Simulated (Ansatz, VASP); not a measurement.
Two plane-wave programs on Sc3H

```
Sc H
1.0
     4.43191   -2.55688    0.00240
     4.43191    2.55688    0.00240
    -0.00176    0.00000    3.23640
Sc H
3 1
Cartesian
  2.9417 0.0000 3.2380
  -0.0009 0.0000 1.6182
  5.9204 0.0000 0.0032
  4.4310 0.0000 1.6206
```

Alike in both runs: functional PBE; k mesh 8 × 8 × 12; occupations gaussian, width 0.1 eV; no spin polarisation.

Ansatz relaxed the structure, and its values are those at the end. VASP's run is a single point on that final structure, the one shown.

```csv
,VASP,Ansatz
version,VASP 6.6.1,Ansatz 0.2.0
potentials or method,"VASP PAW PBE potentials, release 64 (Sc_sv, H), cutoff 520 eV","scalar-relativistic, plane waves, PAW"
valence electrons in the cell,34,34
```

```csv
,VASP,Ansatz,Ansatz less VASP
gap on the k mesh at the Fermi level (eV),none,none,-
pressure (GPa),0.1,0.0,-0.05
rms of the force components (eV/Å),0.003,0.000,-0.0030
```

A gap of «none» marks a metal or a gap that the smearing closes. Ansatz's warnings: structure snapped to symmetry.
